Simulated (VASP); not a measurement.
ZnSe:

```xyz
2
Lattice="0.0000 2.8324 2.8324 2.8324 0.0000 2.8324 2.8324 2.8324 0.0000" Properties=species:S:1:pos:R:3 pbc="T T T"
Zn    0.0000    0.0000    0.0000
Se    1.4162    1.4162    1.4162
```

Program: VASP 6.6.1. Alike in all runs: task single point; no spin polarisation; cell as given; k mesh 6 × 6 × 6; cutoff (eV) 520; smearing gaussian 0.01 eV.

Q: Order these runs on this cell by their pressure, lowest first.
A. level r2SCAN; potentials or basis VASP PAW PBE potentials, release 64 (Zn, Se)
B. level LDA; potentials or basis VASP PAW LDA potentials, release 64 (Zn, Se)
C. level PBE; potentials or basis VASP PAW PBE potentials, release 64 (Zn, Se)

A: B (-3.0 GPa), A (0.1 GPa), C (2.5 GPa).

Caveats: the PAW data sets were made with another functional, which shifts forces and pressure a little (some runs).
